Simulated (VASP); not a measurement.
## Ti: single point with PBEsol

Crystal: Ti.

```
Ti
1.0
     2.90104    0.00000    0.00000
    -1.45052    2.51238    0.00000
     0.00000    0.00000    4.58877
Ti
2
Direct
  0.33333 0.66667 0.25000
  0.66667 0.33333 0.75000
```

```yaml
Program: VASP 6.6.1
Task: single point
Functional: PBEsol
Potentials_or_basis: VASP PAW PBE potentials, release 64 (Ti_sv)
Cutoff: 520 eV
k_mesh: 18 × 18 × 10
Occupations: gaussian, width 0.1 eV
Spin: no spin polarisation
Dipole_correction: no
Further_INCAR_settings: ALGO = Fast; EDIFF = 1e-06; NBANDS = 19
```

| Item | Value |
| --- | --- |
| Pressure | -0.3 GPa |
| Band gap on the k mesh | zero (band 12 reaches 9.40 eV, above the bottom of band 13 at 8.29 eV) |

Levels at points of the mesh, in eV from the Fermi level:
| k point | band 8 | band 9 | band 10 | band 11 | band 12 | band 13 | band 14 | band 15 | band 16 | band 17 |
| --- | --- | --- | --- | --- | --- | --- | --- | --- | --- | --- |
| (0.00, 0.00, 0.00) | -32.47 | -6.31 | -2.80 | 0.78 | 0.78 | 0.89 | 0.92 | 1.31 | 1.31 | 1.67 |
| (0.50, 0.00, 0.00) | -32.55 | -2.41 | -2.29 | -1.96 | -0.59 | 0.46 | 0.65 | 1.23 | 3.51 | 3.75 |
| (0.00, 0.00, 0.50) | -32.53 | -4.39 | -4.39 | 0.08 | 0.08 | 0.68 | 0.68 | 0.68 | 0.68 | 2.93 |
| (0.50, 0.00, 0.50) | -32.65 | -2.66 | -2.66 | -0.87 | -0.87 | 1.43 | 1.43 | 1.78 | 1.78 | 3.65 |

Run time: 8.9 min on 1 thread of AMD EPYC 7R43 64-Core Processor (Zen 3), on a shared host, peak memory 0.2 GiB.

Caveat: the PAW data sets were made with another functional, which shifts forces and pressure a little.
